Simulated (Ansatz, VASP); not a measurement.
# Two plane-wave programs on Sb

The input POSCAR:

```
Sb
1.0
    2.1397418462      1.2353805309      3.7327777635
   -2.1397418462      1.2353805309      3.7327777635
    0.0000000000     -2.4707610619      3.7327777635
Sb
2
Direct
    0.7665100000      0.7665100000      0.7665100000
    0.2334900000      0.2334900000      0.2334900000
```

INCAR.step1

```
SYSTEM = Sb
PREC = Accurate
ENCUT = 400
EDIFF = 1E-5
ISMEAR = -1
SIGMA = 0.05
LREAL = .FALSE.
LASPH = .TRUE.
NELM = 120
ALGO = Normal
ISIF = 2
LWAVE = .TRUE.
LCHARG = .FALSE.
NBANDS = 22
GGA = PE
GGA_COMPAT = .FALSE.
```

File INCAR.step2:

```
SYSTEM = Sb
PREC = Accurate
ENCUT = 400
EDIFF = 1E-6
ISMEAR = -1
SIGMA = 0.05
LREAL = .FALSE.
LASPH = .TRUE.
NELM = 120
ALGO = Normal
ISIF = 2
LWAVE = .FALSE.
LCHARG = .FALSE.
GGA = B5
LHFCALC = .TRUE.
AEXX = 0.2
AGGAX = 0.72
AGGAC = 0.81
ALDAC = 0.19
PRECFOCK = Normal
NBANDS = 22
ISTART = 1
GGA_COMPAT = .FALSE.
```

KPOINTS

```
regular mesh
0
G
  4 4 4
  0 0 0
```

input.yaml

```yaml
crystal:
  lattice:
    - [2.1397418462, 1.2353805309, 3.7327777635]
    - [-2.1397418462, 1.2353805309, 3.7327777635]
    - [0.0, -2.4707610619, 3.7327777635]
  atoms:
    - { symbol: Sb, position: [0.76651, 0.76651, 0.76651] }
    - { symbol: Sb, position: [0.23349, 0.23349, 0.23349] }
hamiltonian:
  xc: b3lyp5
  pseudopotentials: { kind: paw }
kpoints:
  mp_grid: { grid: [4, 4, 4] }
scf:
  occupations: { method: fermi_dirac, width: 0.05 }
output:
  forces: true
  stress: true
  eigenvalues: true
  write_density: true
  write_potential: true
  elf: true
  volumetric_format: npy
```

Alike in both runs: task single point; functional B3LYP5; k mesh 4 × 4 × 4; occupations fermi-dirac, width 0.05 eV; no spin polarisation.

|  | VASP | Ansatz |
| --- | --- | --- |
| version | VASP 6.6.1 | Ansatz 0.2.0 |
| potentials or method | VASP PAW PBE potentials, release 64 (Sb_d_GW) | Ansatz PAW |
| plane-wave cutoff (eV) | 400 | 420 |
| valence electrons in the cell | 30 | 30 |

Ansatz gave:

```
gap on the k mesh at the Fermi level (eV) : 0.71
least direct gap on the mesh (eV)         : 0.90
rms of the force components (eV/Å)        : 0.162
```

**Question.** What did VASP give for the same quantities?

**Answer.** gap on the k mesh at the Fermi level (eV): 0.79; least direct gap on the mesh (eV): 0.97; rms of the force components (eV/Å): 0.144.

VASP's potentials were made for PBE, not for B3LYP5. Atom by atom the forces differ by 0.018 eV/Å (rms over components). With one functional, cell and mesh, what is left measures potentials, basis and numerics.

The k mesh is coarse, so the values compare programs but aren't converged. Spin-orbit coupling is off throughout.
